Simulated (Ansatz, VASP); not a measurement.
Au in VASP and in Ansatz

File INCAR:

```
PREC = Accurate
ENCUT = 520
EDIFF = 1E-6
ISMEAR = 0
SIGMA = 0.15
LREAL = False
LASPH = True
NELM = 100
ALGO = Fast
ISIF = 2
LWAVE = False
LCHARG = False
GGA = PS
NBANDS = 12
```

Contents of KPOINTS:

```
Automatic mesh
0
Gamma
  22 22 22
```

POSCAR

```
Au
1.0
   -0.6467222448      1.7784861733      1.7784861733
    1.7784861733     -0.6467222448      1.7784861733
    1.7784861733      1.7784861733     -0.6467222448
Au
1
Direct
    0.0000000000      0.0000000000      0.0000000000
```

Input for Ansatz:

```yaml
crystal:
  lattice:
    - [-0.6467222448, 1.7784861733, 1.7784861733]
    - [1.7784861733, -0.6467222448, 1.7784861733]
    - [1.7784861733, 1.7784861733, -0.6467222448]
  atoms:
    - { symbol: Au, position: [0.0, 0.0, 0.0] }
basis:
  ecutwfc: 420
kpoints:
  mp_grid: { grid: [22, 22, 22] }
hamiltonian:
  xc: pbesol
scf:
  occupations: { method: gaussian, width: 0.15 }
output:
  forces: true
  stress: true
  eigenvalues: true
```

Alike in both runs: task single point; functional PBEsol; k mesh 22 × 22 × 22; occupations gaussian, width 0.15 eV; no spin polarisation.

|  | VASP | Ansatz |
| --- | --- | --- |
| version | VASP 6.6.1 | Ansatz 0.2.0 |
| potentials or method | VASP PAW PBE potentials, release 64 (Au), cutoff 520 eV | scalar-relativistic, plane waves, PAW |
| valence electrons in the cell | 11 | 19 |

|  | VASP | Ansatz | Ansatz less VASP |
| --- | --- | --- | --- |
| gap on the k mesh at the Fermi level (eV) | none | none | - |
| pressure (GPa) | 21.5 | 21.8 | +0.32 |
| traceless stress, the component that is largest in VASP (GPa) | 3.79 | 3.81 | +0.019 |

VASP's potentials were made for PBE, not for PBEsol. A gap of «none» marks a metal or a gap that the smearing closes. VASP's potentials hold 11 valence electrons a cell and Ansatz's 19, so a difference there can come from the potentials and not from the codes.

Spin-orbit coupling is off throughout.
